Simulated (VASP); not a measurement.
Write the native input for VASP 6.6.1 that does the following.

```yaml
Task: single point
Functional: LDA
Potentials_or_basis: VASP PAW LDA potentials, release 64 (Ni, O)
Cutoff: 520 eV
k_mesh: 12 × 12 × 6
Occupations: gaussian, width 0.05 eV
Spin: no spin polarisation
Dipole_correction: no
Further_INCAR_settings: ALGO = Normal; EDIFF = 1e-06; NBANDS = 18
```

The structure of NiO2 lies in POSCAR:

```
NiO2
1.0
    2.6872726493      0.0000000000      0.0000000000
   -1.3436363247      2.3272463812      0.0000000000
    0.0000000000      0.0000000000      4.4458238710
Ni O
1 2
Direct
    0.0000000000      0.0000000000      0.5000000000
    0.6666666667      0.3333333333      0.7305104846
    0.3333333333      0.6666666667      0.2694895154
```

This cell differs from its parent crystal: c/a of the conventional cell at fixed volume 1.6544.

These files were run (other wordings do the same):

INCAR

```
SYSTEM = NiO2
PREC = Accurate
ENCUT = 520
EDIFF = 1E-6
ISMEAR = 0
SIGMA = 0.05
LREAL = .False.
LASPH = .True.
NELM = 80
ALGO = Normal
ISIF = 2
LWAVE = .False.
LCHARG = .False.
GGA = CA
NBANDS = 18
```

KPOINTS

```
regular mesh
0
Gamma
  12 12 6
  0 0 0
```

Potentials or basis: VASP PAW LDA potentials, release 64 (Ni, O).

Run with:

```bash
$ cat potpaw_LDA.64/Ni/POTCAR potpaw_LDA.64/O/POTCAR > POTCAR
$ mpirun -np 1 vasp_std > vasp.out
```

Results of the run:

```yaml
Pressure: -2.1 GPa
Largest_force: 1.231 eV/Å
Band_gap_on_the_k_mesh: 0.77 eV, indirect (least direct gap 0.88 eV)
```

Caveat: forces of over 1 eV/Å act on the atoms, so gaps and moduli don't describe the material at rest.

Wall time 30 s on 1 thread of Intel Xeon 6975P-C, with other jobs on the host, peak memory 0.16 GiB.
